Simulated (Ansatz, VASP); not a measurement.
Sr2TeO: VASP beside Ansatz

File INCAR:

```
  ALGO = Normal
  EDIFF = 1E-7
  ENCUT = 520
  GGA = PE
  ISIF = 2
  ISMEAR = 0
  LASPH = T
  LCHARG = F
  LREAL = F
  LWAVE = F
  NBANDS = 24
  NELM = 100
  PREC = Accurate
  SIGMA = 0.01
```

Contents of KPOINTS:

```
k-points
0
Gamma
  6 6 4
```

POSCAR

```
Sr2TeO
1.0
    4.3563053256      0.0000000000      0.0000000000
    0.0000000000      4.3563053256      0.0000000000
    0.0000000000      0.0000000000      6.1723915144
O Sr Te
1 2 1
Direct
    0.0000000000      0.0000000000      0.0000000000
    0.0000000000      0.0000000000      0.5000000000
    0.5000000000      0.5000000000      0.0000000000
    0.5000000000      0.5000000000      0.5000000000
```

Input for Ansatz:

```yaml
crystal:
  lattice:
    - [4.3563053256, 0.0, 0.0]
    - [0.0, 4.3563053256, 0.0]
    - [0.0, 0.0, 6.1723915144]
  atoms:
    - { symbol: O, position: [0.0, 0.0, 0.0] }
    - { symbol: Sr, position: [0.0, 0.0, 0.5] }
    - { symbol: Te, position: [0.5, 0.5, 0.5] }
    - { symbol: Sr, position: [0.5, 0.5, 0.0] }
kpoints:
  mp_grid: { grid: [6, 6, 4] }
  band_path:
    path:
      - [0.0, 0.0, 0.0]
      - [0.0, 0.5, 0.0]
      - [0.5, 0.5, 0.0]
      - [0.0, 0.0, 0.5]
      - [0.0, 0.5, 0.5]
      - [0.5, 0.5, 0.5]
    npoints: 1
hamiltonian:
  xc: pbe
scf:
  occupations: { method: fixed }
  n_extra_bands: 5
output:
  forces: true
  stress: true
  eigenvalues: true
```

Alike in both runs: task single point; functional PBE; k mesh 6 × 6 × 4; no spin polarisation.

```csv
,VASP,Ansatz
version,VASP 6.6.1,Ansatz 0.2.0
potentials or method,"VASP PAW PBE potentials, release 64 (O, Sr_sv, Te)","plane waves, PAW"
plane-wave cutoff (eV),520,420
occupations,"gaussian, width 0.01 eV",fixed
valence electrons in the cell,32,42
```

```tsv
	VASP	Ansatz	Ansatz less VASP
gap on the k mesh at the Fermi level (eV)	1.45	1.47	+0.021
pressure (GPa)	0.6	0.5	-0.14
```

VASP's potentials hold 32 valence electrons a cell and Ansatz's 42, so a difference there can come from the potentials and not from the codes.

Neither program's run includes spin-orbit coupling.
